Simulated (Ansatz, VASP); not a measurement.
## Two plane-wave programs on CuO

Contents of INCAR:

```
  PREC = Accurate
  ENCUT = 520
  EDIFF = 1E-6
  ISMEAR = -1
  SIGMA = 0.01
  LREAL = False
  LASPH = True
  NELM = 60
  ALGO = Fast
  ISIF = 2
  LWAVE = False
  LCHARG = False
  GGA = PE
  NBANDS = 25
```

KPOINTS

```
Automatic mesh
0
Gamma
  16 16 8
```

File POSCAR:

```
CuO
1.0
    2.3446500000     -1.7134000000      0.0000000000
    2.3446500000      1.7134000000      0.0000000000
   -0.8605500000      0.0000000000      5.0594400000
Cu O
2 2
Direct
    0.0032000000      0.4968000000      0.0000000000
    0.4968000000      0.0032000000      0.5000000000
    0.5714000000      0.4056000000      0.2537000000
    0.4056000000      0.5714000000      0.7537000000
```

Input for Ansatz:

```yaml
crystal:
  lattice:
    - [2.34465, -1.7134, 0.0]
    - [2.34465, 1.7134, 0.0]
    - [-0.86055, 0.0, 5.05944]
  atoms:
    - { symbol: Cu, position: [0.0032, 0.4968, 0.0] }
    - { symbol: Cu, position: [0.4968, 0.0032, 0.5] }
    - { symbol: O, position: [0.5714, 0.4056, 0.2537] }
    - { symbol: O, position: [0.4056, 0.5714, 0.7537] }
basis:
  ecutwfc: 420
kpoints:
  mp_grid: { grid: [16, 16, 8] }
hamiltonian:
  xc: pbe
scf:
  occupations: { method: fermi_dirac, width: 0.01 }
output:
  forces: true
  stress: true
  eigenvalues: true
```

Alike in both runs: task single point; functional PBE; k mesh 16 × 16 × 8; occupations fermi-dirac, width 0.01 eV; no spin polarisation.

|  | VASP | Ansatz |
| --- | --- | --- |
| version | VASP 6.6.1 | Ansatz 0.2.0 |
| potentials or method | VASP PAW PBE potentials, release 64 (Cu, O), cutoff 520 eV | scalar-relativistic, plane waves, PAW |
| valence electrons in the cell | 34 | 50 |

|  | VASP | Ansatz | Ansatz less VASP |
| --- | --- | --- | --- |
| gap on the k mesh at the Fermi level (eV) | none | none | - |
| pressure (GPa) | 6.5 | 5.7 | -0.78 |
| traceless stress, the component that is largest in VASP (GPa) | -1.81 | -1.72 | +0.086 |
| rms of the force components (eV/Å) | 0.443 | 0.432 | -0.0113 |

Atom by atom the forces differ by 0.024 eV/Å (rms over components). A gap of «none» marks a metal or a gap that the smearing closes. With one functional, cell and mesh, what is left measures potentials, basis and numerics. VASP's potentials hold 34 valence electrons a cell and Ansatz's 50, so a difference there can come from the potentials and not from the codes.
